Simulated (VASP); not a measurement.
# TePb: single point with HSE06

TePb:

```
Pb Te
1.0
     0.00000    3.26784    3.26784
     3.26784    0.00000    3.26784
     3.26784    3.26784    0.00000
Pb Te
1 1
Direct
  0.00000 0.00000 0.00000
  0.50000 0.50000 0.50000
```

| Property | Result |
| --- | --- |
| Program | VASP 6.6.1 |
| Task | single point |
| Functional | HSE06 |
| Potentials or basis | VASP PAW PBE potentials, release 64 (Pb_d, Te) |
| Cutoff | 520 eV |
| k mesh | 4 × 4 × 4 |
| Occupations | fermi-dirac, width 0.02 eV |
| Spin | non-collinear spin, zero start, spin-orbit coupling |
| Starting moments | [[0.0, 0.0, 0.0], [0.0, 0.0, 0.0]] μB |

The pressure is -0.6 GPa, the net moment is 0.00 μB per cell and the valence electrons inside the program's atomic spheres are Pb 11.86; Te 3.49.

Moments on the atoms (μB; x, y, z):
```
Pb  0.00 0.00 0.00
Te  0.00 0.00 0.00
```

Wall time 19 min on 4 MPI ranks on AMD EPYC 7R13 Processor (Zen 3), on a shared host, peak memory 0.5 GiB a rank.

Caveat: the k points lie up to 0.42 Å⁻¹ apart; the structure was generated, so it needn't be the stable form of TePb; the PAW data sets were made with another functional, which shifts forces and pressure a little.
